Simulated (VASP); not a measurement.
# MgO (Cm) in VASP: notebook, part 2 of 2

VASP 6.6.1. Earlier steps stand in the parts before.

## Step 4: Single point, PBEsol (atom 1 (Mg) moved by -0.106 Å along [1 1 0] and -0.212 Å along [0 0 1])

The input, INCAR:

```
PREC = Accurate
ENCUT = 520
EDIFF = 1E-6
ISMEAR = 0
SIGMA = 0.05
LREAL = False
LASPH = True
NELM = 80
ALGO = Normal
ISIF = 2
LWAVE = False
LCHARG = False
GGA = PS
NBANDS = 26
```

The input, KPOINTS:

```
regular mesh
0
Gamma
  6 6 6
```

The input, POSCAR:

```
MgO
1.0
    4.2149416169      0.0000000000      0.0000000000
    0.0000000000     -4.2149416169      0.0000000000
    0.0000000000      0.0000000000     -4.2149416169
Mg O
4 4
Direct
   -0.0177827656      0.0177827656      0.0502972566
    0.5000000000      0.5000000000      0.0000000000
    0.5000000000      0.0000000000      0.5000000000
    0.0000000000      0.5000000000      0.5000000000
    0.5000000000      0.0000000000      0.0000000000
    0.0000000000      0.5000000000      0.0000000000
    0.0000000000      0.0000000000      0.5000000000
    0.5000000000      0.5000000000      0.5000000000
```

Potentials or basis: VASP PAW PBE potentials, release 64 (Mg, O).

Launch:

```
$ cat potpaw_PBE.64/Mg/POTCAR potpaw_PBE.64/O/POTCAR > POTCAR
$ mpirun -np 1 vasp_std > vasp.out
```

OUTCAR:

```text
PREC = Accurate
   ENCUT = 520
   EDIFF = 1E-6
   ISMEAR = 0
   LREAL = False
   LASPH = True
   NELM = 80
   ISIF = 2
   GGA = PS

 ion  position               nearest neighbor table
   1  0.982  0.018  0.050-   7 1.90   6 2.04   5 2.04   5 2.19   6 2.19   7 2.32   4 2.78   3 2.78
                             2 2.88   4 2.89   3 2.89   2 2.99   2 2.99   3 3.08   4 3.08   2 3.09
   2  0.500  0.500  0.000-   5 2.11   6 2.11   8 2.11   8 2.11   5 2.11   6 2.11   1 2.88   4 2.98
                             4 2.98   3 2.98   3 2.98   3 2.98   4 2.98   3 2.98   4 2.98   1 2.99
   3  0.500  0.000  0.500-   5 2.11   7 2.11   8 2.11   5 2.11   8 2.11   7 2.11   1 2.78   1 2.89
                             2 2.98   4 2.98   2 2.98   2 2.98   2 2.98   4 2.98   4 2.98   4 2.98
   4  0.000  0.500  0.500-   6 2.11   7 2.11   8 2.11   6 2.11   7 2.11   8 2.11   1 2.78   1 2.89
                             3 2.98   3 2.98   2 2.98   2 2.98   3 2.98   2 2.98   2 2.98   3 2.98
   5  0.500  0.000  0.000-   1 2.04   2 2.11   3 2.11   3 2.11   2 2.11   1 2.19
   6  0.000  0.500  0.000-   1 2.04   2 2.11   4 2.11   4 2.11   2 2.11   1 2.19
   7  0.000  0.000  0.500-   1 1.90   3 2.11   4 2.11   4 2.11   3 2.11   1 2.32
   8  0.500  0.500  0.500-   2 2.11   3 2.11   4 2.11   2 2.11   3 2.11   4 2.11

  LATTYP: Found a simple cubic cell.
[... 198 lines left out ...]
 fundamental gap:      4.6050448216
 Fermi energy:         3.3357641384

 k-point     1 :       0.0000    0.0000    0.0000
  band No.  band energies     occupation
      1     -14.1578      2.00000
      2     -12.6360      2.00000
      3     -12.5775      2.00000
      4     -12.5477      2.00000
      5      -1.0999      2.00000
      6      -1.0896      2.00000
[... 685 lines left out ...]
     25      15.4683      0.00000
     26      16.4355      0.00000

 [... further k-points ...]
[... 5 lines left out ...]
  --------------------------------------------------------------------------------------
  -------------------------------------------------------------------------------------
  Total       -0.0079420     -0.0079420      1.5945373     -0.0033319     -0.0288544     -0.0288544
  in kB       -0.1699284     -0.1699284     34.1169805     -0.0712900     -0.6173733     -0.6173737
  external PRESSURE =      11.2590412 kB  Pullay stress =       0.0000000 kB

 VOLUME and BASIS-vectors are now :
 -----------------------------------------------------------------------------
  energy-cutoff  :      520.00
  volume of cell :       74.88
      direct lattice vectors                 reciprocal lattice vectors
     4.214941617  0.000000000  0.000000000     0.237251210  0.000000000  0.000000000
     0.000000000 -4.214941617  0.000000000     0.000000000 -0.237251210  0.000000000
     0.000000000  0.000000000 -4.214941617     0.000000000  0.000000000 -0.237251210

 POSITION                                       TOTAL-FORCE (eV/Angst)
 -----------------------------------------------------------------------------------
      4.13999     -0.07495     -0.21200         0.682111      0.682111      2.424647
      2.10747     -2.10747      0.00000        -0.189232     -0.189232      0.158787
      2.10747      0.00000     -2.10747        -0.212137      0.061425     -0.548887
      0.00000     -2.10747     -2.10747         0.061425     -0.212137     -0.548887
      2.10747      0.00000      0.00000        -0.180141     -0.107253     -0.310423
      0.00000     -2.10747      0.00000        -0.107253     -0.180141     -0.310423
      0.00000      0.00000     -2.10747        -0.078711     -0.078711     -0.926668
      2.10747     -2.10747     -2.10747         0.023937      0.023937      0.061853
 -----------------------------------------------------------------------------------
    total drift:                               -0.000028     -0.000028     -0.000273

  FREE ENERGIE OF THE ION-ELECTRON SYSTEM (eV)
  ---------------------------------------------------
  free  energy   TOTEN  =       -49.7593889959 eV

  energy  without entropy=      -49.7593889959  energy(sigma->0) =      -49.75938900
```

OSZICAR:

```text
N       E                     dE             d eps       ncg     rms          rms(c)
DAV:   1     0.140434778286E+03    0.14043E+03   -0.15691E+04  3600   0.112E+03
DAV:   2    -0.462322699282E+02   -0.18667E+03   -0.17793E+03  4704   0.244E+02
DAV:   3    -0.553326460371E+02   -0.91004E+01   -0.90603E+01  4544   0.536E+01
DAV:   4    -0.553811042036E+02   -0.48458E-01   -0.48439E-01  3944   0.453E+00
DAV:   5    -0.553813214432E+02   -0.21724E-03   -0.21722E-03  4132   0.306E-01    0.134E+01
DAV:   6    -0.499004719576E+02    0.54808E+01   -0.17315E+01  3736   0.256E+01    0.436E+00
DAV:   7    -0.498162184555E+02    0.84254E-01   -0.28292E-01  3604   0.375E+00    0.266E+00
DAV:   8    -0.497620975646E+02    0.54121E-01   -0.10881E-01  3696   0.314E+00    0.515E-01
DAV:   9    -0.497592377890E+02    0.28598E-02   -0.71138E-03  4388   0.616E-01    0.137E-01
DAV:  10    -0.497593849618E+02   -0.14717E-03   -0.78987E-04  3788   0.179E-01    0.360E-02
DAV:  11    -0.497593918321E+02   -0.68703E-05   -0.36937E-05  4238   0.461E-02    0.180E-02
DAV:  12    -0.497593889720E+02    0.28601E-05   -0.20001E-05  3792   0.333E-02    0.665E-03
DAV:  13    -0.497593889959E+02   -0.23937E-07   -0.22377E-06  2728   0.105E-02
   1 F= -.49759389E+02 E0= -.49759389E+02  d E =-.170097E-18
```

stdout:

```text
POSCAR found type information on POSCAR MgO
 POSCAR found :  2 types and       8 ions
 scaLAPACK will be used
 -----------------------------------------------------------------------------
|                                                                             |
|                                                                             |
|     You enforced a specific xc type in the INCAR file but a different       |
|     I HOPE YOU KNOW WHAT YOU ARE DOING!                                     |
|                                                                             |
 -----------------------------------------------------------------------------

 LDA part: xc-table for (Slater+PW92), standard interpolation
 POSCAR, INCAR and KPOINTS ok, starting setup
 FFT: planning ... GRIDC
 FFT: planning ... GRID_SOFT
 FFT: planning ... GRID
 WAVECAR not read
 entering main loop
```

Run time: 1.7 min. Hardware: 1 thread of Intel Xeon 8259CL, shared host; peak memory 0.24 GiB.

What came out:

| Quantity | Value |
| --- | --- |
| Free energy | -49.7594 eV |
| Pressure | 1.1 GPa |
| Largest force | 2.609 eV/Å |
| Band gap on the k mesh | 4.61 eV, direct |

Forces in eV/Å, atoms in the order of the input:
```
Mg   0.682  0.682  2.425
Mg  -0.189 -0.189  0.159
Mg  -0.212  0.061 -0.549
Mg   0.061 -0.212 -0.549
O   -0.180 -0.107 -0.310
O   -0.107 -0.180 -0.310
O   -0.079 -0.079 -0.927
O    0.024  0.024  0.062
```

Stress tensor (GPa, compression positive):
```
-0.02 -0.01 -0.06
-0.01 -0.02 -0.06
-0.06 -0.06  3.41
```

Caveat: the cell differs from its parent crystal (atom 1 (Mg) moved by -0.106 Å along [1 1 0] and -0.212 Å along [0 0 1]); the PAW data sets were made with another functional, which shifts forces and pressure a little.
